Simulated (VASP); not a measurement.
# CdF (Fm-3m) in VASP: a series of runs

CdF is run at these levels: PBE; tasks: single point.

Everything below comes from runs of VASP 6.6.1. Logs are shortened: lines on timing, memory, paths and dates and some standing lists are left out, and cuts for length are marked.

## Step 1: The cell of the first run

The structure is cubic, space group Fm-3m (No. 225). The conventional cell has a = 5.062 Å, b = 5.062 Å, c = 5.062 Å, α = 90.00°, β = 90.00°, γ = 90.00°. Cd (site symmetry m-3m) has 6 F at 2.53 Å within 3.3 Å. F (site symmetry m-3m) has 6 Cd at 2.53 Å within 3.3 Å.

## Step 2: Single point, PBE, non-collinear spin, zero start, spin-orbit coupling

INCAR

```
SYSTEM = CdF
  ALGO = Normal
  EDIFF = 1E-6
  ENCUT = 520
  GGA = PE
  GGA_COMPAT = .False.
  ISIF = 2
  ISMEAR = -1
  LASPH = .True.
  LCHARG = .True.
  LORBIT = 11
  LORBMOM = .True.
  LREAL = .False.
  LSORBIT = .True.
  LVHAR = .True.
  LWAVE = .False.
  MAGMOM = 0 0 0 0 0 0
  NBANDS = 31
  NELM = 150
  PREC = Accurate
  SIGMA = 0.05
```

KPOINTS

```
k-points
0
Gamma
  8 8 8
  0 0 0
```

POSCAR

```
CdF
1.0
    0.0000000000      2.5312012400      2.5312012400
    2.5312012400      0.0000000000      2.5312012400
    2.5312012400      2.5312012400      0.0000000000
Cd F
1 1
Direct
    0.0000000000      0.0000000000      0.0000000000
    0.5000000000      0.5000000000      0.5000000000
```

Potentials or basis: VASP PAW PBE potentials, release 64 (Cd, F).

Launch:

```sh
cat potpaw_PBE.64/Cd/POTCAR potpaw_PBE.64/F/POTCAR > POTCAR
mpirun -np 1 vasp_ncl > vasp.out
```

OUTCAR:

```text
SYSTEM = CdF
   EDIFF = 1E-6
   ENCUT = 520
   GGA = PE
   ISIF = 2
   ISMEAR = -1
   LASPH = .True.
   LORBIT = 11
   LREAL = .False.
   LSORBIT = .True.
   NELM = 150
   PREC = Accurate

 ion  position               nearest neighbor table
   1  0.000  0.000  0.000-   2 2.53   2 2.53   2 2.53   2 2.53   2 2.53   2 2.53
   2  0.500  0.500  0.500-   1 2.53   1 2.53   1 2.53   1 2.53   1 2.53   1 2.53

  LATTYP: Found a face centered cubic cell.
 ALAT       =     5.0624024800

  Lattice vectors:

 A1 = (   0.0000000000,   2.5312012400,   2.5312012400)
 A2 = (   2.5312012400,   0.0000000000,   2.5312012400)
 A3 = (   2.5312012400,   2.5312012400,   0.0000000000)

Analysis of symmetry for initial positions (statically):
=====================================================================
 Subroutine PRICEL returns:
 Original cell was already a primitive cell.

 Routine SETGRP: Setting up the symmetry group for a
 face centered cubic supercell.

 Subroutine GETGRP returns: Found 48 space group operations
 (whereof 48 operations were pure point group operations)
 out of a pool of 48 trial point group operations.

The static configuration has the point symmetry O_h .

Analysis of symmetry for dynamics (positions and initial velocities):
=====================================================================
 Subroutine PRICEL returns:
 Original cell was already a primitive cell.

 Routine SETGRP: Setting up the symmetry group for a
 face centered cubic supercell.

 Subroutine GETGRP returns: Found 48 space group operations
 (whereof 48 operations were pure point group operations)
 out of a pool of 48 trial point group operations.

The dynamic configuration has the point symmetry O_h .

Analysis of structural, dynamic, and magnetic symmetry:
=====================================================================
 Subroutine PRICEL returns:
 Original cell was already a primitive cell.

 Routine SETGRP: Setting up the symmetry group for a
 face centered cubic supercell.

 Subroutine GETGRP returns: Found 48 space group operations
 (whereof 48 operations were pure point group operations)
 out of a pool of 48 trial point group operations.

The overall configuration has the point symmetry O_h .

 Subroutine INISYM returns: Found 48 space group operations
 (whereof 48 operations are pure point group operations),
 and found     1 'primitive' translations

----------------------------------------------------------------------------------------

                                     Primitive cell

  volume of cell :      32.4347

  direct lattice vectors                    reciprocal lattice vectors
     0.000000000  2.531201240  2.531201240    -0.197534669  0.197534669  0.197534669
     2.531201240  0.000000000  2.531201240     0.197534669 -0.197534669  0.197534669
     2.531201240  2.531201240  0.000000000     0.197534669  0.197534669 -0.197534669

  length of vectors
     3.579659123  3.579659123  3.579659123     0.342140084  0.342140084  0.342140084

  position of ions in fractional coordinates (direct lattice)
     0.000000000  0.000000000  0.000000000
     0.500000000  0.500000000  0.500000000

  ion indices of the primitive-cell ions
   primitive index   ion index
                 1           1
                 2           2

----------------------------------------------------------------------------------------

 KPOINTS: k-points

Automatic generation of k-mesh.
 Grid dimensions read from file:
 generate k-points for:    8    8    8

 Generating k-lattice:

  Cartesian coordinates                     Fractional coordinates (reciprocal lattice)
    -0.024691834  0.024691834  0.024691834     0.125000000  0.000000000  0.000000000
     0.024691834 -0.024691834  0.024691834     0.000000000  0.125000000  0.000000000
     0.024691834  0.024691834 -0.024691834     0.000000000  0.000000000  0.125000000

  Length of vectors
     0.042767510  0.042767510  0.042767510

  Shift w.r.t. Gamma in fractional coordinates (k-lattice)
     0.000000000  0.000000000  0.000000000

 Subroutine IBZKPT returns following result:
 ===========================================

 Found     29 irreducible k-points:

 Following reciprocal coordinates:
            Coordinates               Weight
  0.000000  0.000000  0.000000      1.000000
  0.125000  0.000000  0.000000      8.000000
  0.250000  0.000000  0.000000      8.000000
  0.375000  0.000000  0.000000      8.000000
[... 42 lines left out ...]
   NSW    =      0    number of steps for IOM
   IBRION =     -1    ionic relax: 0-MD 1-quasi-New 2-CG
   NFREE  =      0    steps in history (QN), initial steepest desc. (CG)
   ISIF   =      2    stress and relaxation
   ISYM   =      2    0-nonsym 1-usesym 2-fastsym
   POTIM  = 0.5000    time-step for ionic-motion
   TEBEG  =    0.0;   TEEND  =   0.0 temperature during run
   PSTRESS=    0.0 pullay stress
   NELECT =      19.0000    total number of electrons
   NUPDOWN=      -1.0000    fix difference up-down
   EMIN   =  10.00;   EMAX   =-10.00  energy-range for DOS
   EFERMI =   0.00;   METHOD = LEGACY
   ISMEAR =    -1;   SIGMA  =   0.05  broadening in eV -4-tet -1-fermi 0-gaus
   EFERMI_NEDOS =   21; number of points for ismear=-14 and -15
   IALGO  =     38    algorithm
   IMIX   =      4    mixing-type and parameters
     AMIX     =   0.40;   BMIX     =  1.00
     AMIX_MAG =   1.60;   BMIX_MAG =  1.00
  volume/ion in A,a.u.               =      16.22       109.44
  Fermi-wavevector in a.u.,A,eV,Ry     =   1.369796  2.588540 25.529186  1.876342
  Thomas-Fermi vector in A             =   2.495640
   LORBIT       =     11    0 simple, 1 ext, 2 COOP (PROOUT), +10 PAW based schemes
   GGA     = PE    functional components
   LHFCALC =     F    Hartree Fock is set to
   AEXX    =    0.0000 exact exchange contribution
   IVDW    =     0    specifies the selected vdW correction
   LEPSILON=     F    determine dielectric tensor
   LRPA    =     F    only Hartree local field effects (RPA)
  energy-cutoff  :      520.00
  volume of cell :       32.43
 maximum number of plane-waves:      1786
   NGX = 13   NGY = 13   NGZ = 13

 number of electron      19.0000000 magnetization       0.0000000      0.0000000      0.0000000

 number of electron      18.9999990 magnetization      -0.0000000      0.0000000     -0.0000000

 number of electron      18.9999990 magnetization      -0.0000000      0.0000000      0.0000000

 Free energy of the ion-electron system (eV)
  ---------------------------------------------------
  ext. energy  EPLUGINS =         0.00000000
  ---------------------------------------------------
  free energy    TOTEN  =        -5.04495678 eV

  energy without entropy =       -5.03447571  energy(sigma->0) =       -5.03971625

 E-fermi :   2.8207     XC(G=0): -10.4496

 val. band max:        2.7906070264   @ k =   0.5000   0.3750   0.1250
 cond. band min:       2.8359676852   @ k =  -0.3750   0.1250   0.0000
 fundamental gap:      0.0453606588
 Fermi energy:         2.8207034215

 k-point     1 :       0.0000    0.0000    0.0000
  band No.  band energies     occupation
      1     -21.7458      1.00000
      2     -21.7458      1.00000
      3      -6.6335      1.00000
      4      -6.6335      1.00000
      5      -6.6335      1.00000
      6      -6.6335      1.00000
[... 805 lines left out ...]
     30      17.1512      0.00000
     31      20.7181      0.00000

 [... further k-points ...]

------------------------ aborting loop because EDIFF is reached ----------------------------------------

  FORCE on cell =-STRESS in cart. coord.  units (eV):
  Direction    XX          YY          ZZ          XY          YZ          ZX
  --------------------------------------------------------------------------------------
  -------------------------------------------------------------------------------------
  Total        0.9701792      0.9701792      0.9701792      0.0000000     -0.0000000      0.0000000
  in kB       47.9239410     47.9239410     47.9239410      0.0000000     -0.0000000      0.0000000
  external PRESSURE =      47.9239410 kB  Pullay stress =       0.0000000 kB

 VOLUME and BASIS-vectors are now :
 -----------------------------------------------------------------------------
  energy-cutoff  :      520.00
  volume of cell :       32.43
      direct lattice vectors                 reciprocal lattice vectors
     0.000000000  2.531201240  2.531201240    -0.197534669  0.197534669  0.197534669
     2.531201240  0.000000000  2.531201240     0.197534669 -0.197534669  0.197534669
     2.531201240  2.531201240  0.000000000     0.197534669  0.197534669 -0.197534669

 POSITION                                       TOTAL-FORCE (eV/Angst)
 -----------------------------------------------------------------------------------
      0.00000      0.00000      0.00000        -0.000000     -0.000000      0.000000
      2.53120      2.53120      2.53120         0.000000      0.000000     -0.000000
 -----------------------------------------------------------------------------------
    total drift:                                0.000000      0.000000      0.000000

  FREE ENERGIE OF THE ION-ELECTRON SYSTEM (eV)
  ---------------------------------------------------
  free  energy   TOTEN  =        -5.0449567834 eV

  energy  without entropy=       -5.0344757097  energy(sigma->0) =       -5.03971625

 orbital moment (x)

 # of ion     p       d       tot
 ----------------------------------------
  1         0.000   0.000   0.000
  2         0.000   0.000   0.000
 ----------------------------------------
            0.000   0.000   0.000

 orbital moment (y)

 # of ion     p       d       tot
 ----------------------------------------
  1         0.000  -0.000  -0.000
  2         0.000   0.000   0.000
 ----------------------------------------
            0.000  -0.000  -0.000

 orbital moment (z)

 # of ion     p       d       tot
 ----------------------------------------
  1         0.000   0.000   0.000
  2         0.000   0.000   0.000
 ----------------------------------------
            0.000   0.000   0.000

 Spin-Orbit-Coupling matrix elements

 Ion:    1  E_soc:     -0.0464590
 l=   1
     0.0000000    -0.0010456    -0.0010456
    -0.0010456     0.0000000    -0.0010456
    -0.0010456    -0.0010456     0.0000000
 l=   2
     0.0000000    -0.0013698     0.0000000    -0.0013698    -0.0053278
    -0.0013698     0.0000000    -0.0039959    -0.0013698    -0.0013320
     0.0000000    -0.0039959     0.0000000    -0.0039959     0.0000000
    -0.0013698    -0.0013698    -0.0039959     0.0000000    -0.0013320
    -0.0053278    -0.0013320     0.0000000    -0.0013320     0.0000000
 l=   3
     0.0000000     0.0000000     0.0000000     0.0000000     0.0000000     0.0000000     0.0000000
     0.0000000     0.0000000     0.0000000     0.0000000     0.0000000     0.0000000     0.0000000
     0.0000000     0.0000000     0.0000000     0.0000000     0.0000000     0.0000000     0.0000000
     0.0000000     0.0000000     0.0000000     0.0000000     0.0000000     0.0000000     0.0000000
     0.0000000     0.0000000     0.0000000     0.0000000     0.0000000     0.0000000     0.0000000
     0.0000000     0.0000000     0.0000000     0.0000000     0.0000000     0.0000000     0.0000000
     0.0000000     0.0000000     0.0000000     0.0000000     0.0000000     0.0000000     0.0000000

 Ion:    2  E_soc:     -0.0005389
 l=   1
     0.0000000    -0.0000898    -0.0000898
    -0.0000898     0.0000000    -0.0000898
    -0.0000898    -0.0000898     0.0000000
 l=   2
     0.0000000     0.0000000     0.0000000     0.0000000     0.0000000
     0.0000000     0.0000000     0.0000000     0.0000000     0.0000000
     0.0000000     0.0000000     0.0000000     0.0000000     0.0000000
     0.0000000     0.0000000     0.0000000     0.0000000     0.0000000
     0.0000000     0.0000000     0.0000000     0.0000000     0.0000000
 l=   3
     0.0000000     0.0000000     0.0000000     0.0000000     0.0000000     0.0000000     0.0000000
     0.0000000     0.0000000     0.0000000     0.0000000     0.0000000     0.0000000     0.0000000
     0.0000000     0.0000000     0.0000000     0.0000000     0.0000000     0.0000000     0.0000000
     0.0000000     0.0000000     0.0000000     0.0000000     0.0000000     0.0000000     0.0000000
     0.0000000     0.0000000     0.0000000     0.0000000     0.0000000     0.0000000     0.0000000
     0.0000000     0.0000000     0.0000000     0.0000000     0.0000000     0.0000000     0.0000000
     0.0000000     0.0000000     0.0000000     0.0000000     0.0000000     0.0000000     0.0000000

 total charge

# of ion       s       p       d       tot
------------------------------------------
    1        0.446   0.137   9.588  10.172
    2        1.765   4.275   0.000   6.040
--------------------------------------------------
tot          2.211   4.413   9.588  16.212

 magnetization (x)

# of ion       s       p       d       tot
------------------------------------------
    1        0.000   0.000   0.000   0.000
    2        0.000   0.000   0.000   0.000
--------------------------------------------------
tot          0.000   0.000   0.000   0.000

 magnetization (y)

# of ion       s       p       d       tot
------------------------------------------
    1        0.000  -0.000   0.000   0.000
    2       -0.000  -0.000   0.000  -0.000
--------------------------------------------------
tot         -0.000  -0.000   0.000   0.000

 magnetization (z)

# of ion       s       p       d       tot
------------------------------------------
    1       -0.000  -0.000   0.000  -0.000
    2       -0.000  -0.000   0.000  -0.000
--------------------------------------------------
tot         -0.000  -0.000   0.000  -0.000
```

It took 45 s on 1 thread of AMD EPYC 9R45 (Zen 5), shared host; peak memory 0.23 GiB.

Results:

```
Free energy                                           : -5.0450 eV
Pressure                                              : 4.8 GPa
Net moment                                            : 0.00 μB per cell
Valence electrons inside the program's atomic spheres : Cd 10.17; F 6.04
```

Moments on the atoms (μB; x, y, z):
```
Cd  0.00 0.00 0.00
F   0.00 0.00 0.00
```

Caveat: the cell stands under pressure.

(Part 1 of 2 ends here.)
